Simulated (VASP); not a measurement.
Here is a VASP 6.6.1 calculation.

The input INCAR:

```
  ALGO = Normal
  EDIFF = 1E-6
  ENCUT = 520
  GGA = PS
  ISIF = 2
  ISMEAR = 0
  LASPH = True
  LCHARG = True
  LELF = True
  LREAL = Auto
  LVHAR = True
  LWAVE = False
  NBANDS = 48
  NELM = 100
  PREC = Accurate
  SIGMA = 0.02
```

The input KPOINTS:

```
k-points
0
Gamma
  2 2 2
```

POSCAR

```
Si
1.0
    0.0000000000      5.4300000000      5.4300000000
    5.4300000000      0.0000000000      5.4300000000
    5.4300000000      5.4300000000      0.0000000000
Si
17
Direct
   -0.0232957643     -0.0226659300     -0.0229817680
    0.1035518416      0.1041805709      0.1038660221
    0.0087220074      0.0093512891      0.4724148250
    0.1267271639      0.1273564457      0.6086196133
    0.0087218232      0.4727291897      0.0090374770
    0.1267288214      0.6089354512      0.1270391344
    0.0164175875      0.4979172192      0.4975999079
    0.1531926335      0.6154139963      0.6150998158
    0.4721005525      0.0093513812      0.0090377532
    0.6083059853      0.1273590239      0.1270398711
    0.4972878453      0.0170458564      0.4976007366
    0.6147846225      0.1538218232      0.6150995396
    0.4972894107      0.4979197974      0.0167260589
    0.6147845304      0.6154134438      0.1535084715
    0.5209053407      0.5215348066      0.5212211786
    0.6481378453      0.6487662063      0.6484461326
    0.8120059853      0.8126350829      0.8123216390
```

Potentials or basis: VASP PAW PBE potentials, release 64 (Si).

The run is started by

```console
$ cat potpaw_PBE.64/Si/POTCAR > POTCAR
$ mpirun -np 1 vasp_std > vasp.out
```

(1) What does it give for the pressure?

(2) Predict the largest force.

Results:

(1) 2.5 GPa.

(2) 0.043 eV/Å.

Caveat: the k points lie up to 0.50 Å⁻¹ apart; the PAW data sets were made with another functional, which shifts forces and pressure a little.
